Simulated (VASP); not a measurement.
A run of VASP 6.6.1:

Contents of INCAR:

```
SYSTEM = InSe
PREC     = Accurate       ! precision mode
ENCUT    = 520            ! plane-wave cutoff, eV
EDIFF    = 1E-7           ! SCF threshold, eV
ISMEAR   = 0              ! smearing method
SIGMA    = 0.05           ! smearing width, eV
LREAL    = .False.        ! projectors in reciprocal space
LASPH    = .True.         ! aspherical terms in the spheres
NELM     = 60             ! most SCF steps
ALGO     = Normal         ! electronic algorithm
ISIF     = 2              ! what is computed and relaxed
LWAVE    = .False.        ! write WAVECAR
LCHARG   = .True.         ! write CHGCAR
GGA      = PS             ! functional
LELF     = .True.         ! ELF
LVHAR    = .True.       
NBANDS   = 48             ! bands
```

KPOINTS

```
Automatic mesh
0
Gamma
  12 12 2
  0 0 0
```

POSCAR

```
InSe
1.0
    4.0058502099      0.0000000000      0.0000000000
   -2.0029251050      3.4691680455      0.0000000000
    0.0000000000      0.0000000000     17.0021652134
In Se
4 4
Direct
    0.3333333333      0.6666666667      0.1667329675
    0.6666666667      0.3333333333      0.6667329675
    0.3333333333      0.6666666667      0.3332670325
    0.6666666667      0.3333333333      0.8332670325
    0.3333333333      0.6666666667      0.5901875682
    0.6666666667      0.3333333333      0.0901875682
    0.3333333333      0.6666666667      0.9098124318
    0.6666666667      0.3333333333      0.4098124318
```

Potentials or basis: VASP PAW PBE potentials, release 64 (In_d, Se).

Command:

```console
$ cat potpaw_PBE.64/In_d/POTCAR potpaw_PBE.64/Se/POTCAR > POTCAR
$ mpirun -np 1 vasp_std > vasp.out
```

Hardware: 1 thread of AMD EPYC 7R13 (shared host).

Question: How long does it take, and how much memory?

Answer: It took 13 min on 1 thread of AMD EPYC 7R13, with other jobs on the host, peak memory 0.5 GiB. Counts: scf iterations 15, k points 38.
